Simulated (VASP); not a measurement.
A run of VASP 6.6.1 is set up as follows.

INCAR

```
ALGO     = Normal         # electronic algorithm
EDIFF    = 1E-6           # SCF threshold, eV
ENCUT    = 400            # plane-wave cutoff, eV
GGA      = PE             # functional
GGA_COMPAT= False        
ISIF     = 2              # what is computed and relaxed
ISMEAR   = -1             # smearing method
ISYM     = -1           
LASPH    = True           # aspherical terms in the spheres
LCHARG   = True           # write CHGCAR
LELF     = True           # ELF
LREAL    = Auto         
LVHAR    = True         
LWAVE    = False          # write WAVECAR
NBANDS   = 119            # bands
NELM     = 120            # most SCF steps
PREC     = Accurate       # precision mode
SIGMA    = 0.05           # smearing width, eV
```

KPOINTS

```
explicit points
1
Reciprocal
  0.25000000   0.25000000   0.25000000 1
```

The input POSCAR:

```
Co14NiW5
1.0
    6.4067140000     -0.0639040000     -0.2633820000
   -0.0639040000      6.1558140000      0.0545630000
   -0.2633820000      0.0545630000      6.6380590000
Co W Ni
14 5 1
Direct
    0.7628053339      0.9024602844      0.5058310349
    0.4547704864      0.2520602743      0.6611529357
    0.2218666736      0.4993059575      0.8011393176
    0.2767443471      0.3597290472      0.2631264024
    0.4821921279      0.6185945480      0.5127472282
    0.5593616005      0.0514381787      0.1733516011
    0.3021146178      0.7199571123      0.1281135845
    0.7821677864      0.1721665776      0.8193505046
    0.9398627456      0.5543130171      0.0597686686
    0.5837594636      0.4099318035      0.9992051330
    0.3254074843      0.9648285383      0.4206296652
    0.6637159577      0.6826782670      0.2210228716
    0.8120424032      0.5632873322      0.7267509532
    0.2511282393      0.1666940881      0.9588786916
    0.0679452962      0.6157382797      0.4517466688
    0.0664045893      0.8779031128      0.8024530583
    0.5418416973      0.8285665229      0.8273271260
    0.9696802713      0.9689097986      0.1880385070
    0.6921540028      0.3230991482      0.3935478197
    0.0430639578      0.2121739517      0.5290137409
```

Potentials or basis: VASP PAW PBE potentials, release 64 (Co, W_sv, Ni).

Run with:

```sh
$ cat potpaw_PBE.64/Co/POTCAR potpaw_PBE.64/W_sv/POTCAR potpaw_PBE.64/Ni/POTCAR > POTCAR
$ mpirun -np 1 vasp_std > vasp.out
```

Question: Predict the pressure.

Answer: -15.6 GPa.

Question: Predict the largest force.

Answer: 1.765 eV/Å.

Forces on the atoms (eV/Å):
```
Co  -0.074  0.073  0.527
Co  -0.706 -0.251 -0.375
Co   0.147  0.770 -0.224
Co   0.126 -0.632  0.462
Co  -0.838  0.191  0.351
Co  -0.034 -0.440 -0.689
Co  -0.135  0.381 -0.259
Co   1.492 -0.899  0.283
Co   1.417 -0.276  0.233
Co  -0.985 -0.345 -0.187
Co  -0.332  0.021  0.581
Co   0.703  1.278 -0.267
Co  -0.824 -0.127 -0.839
Co   0.336 -0.140  0.074
W    0.041  0.863 -0.349
W   -0.612 -0.560 -0.138
W   -0.012  0.113  0.641
W   -0.303  0.479 -0.224
W   -0.031  0.033  0.120
Ni   0.623 -0.530  0.278
```

Caveat: the atoms stand as in a frame of molecular dynamics; spin-orbit coupling is left out, which moves the levels of the heavy elements; the run has no spin polarisation, though such a crystal can be magnetic. Spin polarisation is off, so any magnetic state and its effect on volume and gap are missing.
